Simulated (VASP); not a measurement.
Wanted: the native input for a VASP 6.6.1 run.

| Quantity | Value |
| --- | --- |
| Task | single point |
| Functional | PBE |
| Potentials or basis | VASP PAW PBE potentials, release 64 (Ti_sv, Co) |
| Cutoff | 520 eV |
| k mesh | 10 × 10 × 10 |
| Occupations | fermi-dirac, width 0.1 eV |
| Spin | collinear spin, ferromagnetic start |
| Starting moments | [0.0, 2.5] μB |
| Dipole correction | no |
| Further INCAR settings | ALGO = Normal; EDIFF = 1e-06; NBANDS = 22 |

The structure of TiCo lies in POSCAR:

```
TiCo
1.0
    2.9610164438      0.0000000000      0.0000000000
    0.0000000000      2.9610164438      0.0000000000
    0.0000000000      0.0000000000      2.9610164438
Ti Co
1 1
Direct
    0.0000000000      0.0000000000      0.0000000000
    0.5000000000      0.5000000000      0.5000000000
```

The input as run:

INCAR

```
SYSTEM = TiCo
  ALGO = Normal
  EDIFF = 1E-6
  ENCUT = 520
  GGA = PE
  ISIF = 2
  ISMEAR = -1
  ISPIN = 2
  LASPH = .TRUE.
  LCHARG = .TRUE.
  LELF = .TRUE.
  LMAXMIX = 4
  LORBIT = 11
  LREAL = .FALSE.
  LVHAR = .TRUE.
  LWAVE = .FALSE.
  MAGMOM = 0 2.5
  NBANDS = 22
  NELM = 150
  PREC = Accurate
  SIGMA = 0.1
```

KPOINTS

```
k-points
0
G
  10 10 10
  0 0 0
```

Potentials or basis: VASP PAW PBE potentials, release 64 (Ti_sv, Co).

Command:

```sh
$ cat potpaw_PBE.64/Ti_sv/POTCAR potpaw_PBE.64/Co/POTCAR > POTCAR
$ mpirun -np 1 vasp_std > vasp.out
```

Results of the run:

```
Pressure                                              : 3.7 GPa
Net moment                                            : 0.78 μB per cell
Site moments                                          : Ti -0.02; Co +0.84 μB
Valence electrons inside the program's atomic spheres : Ti 10.32; Co 8.33
```

Caveat: the cell stands under pressure.

Run time: 36 s on 1 thread of AMD EPYC 9R45 96-Core Processor (Zen 5), on a shared host, peak memory 0.15 GiB.
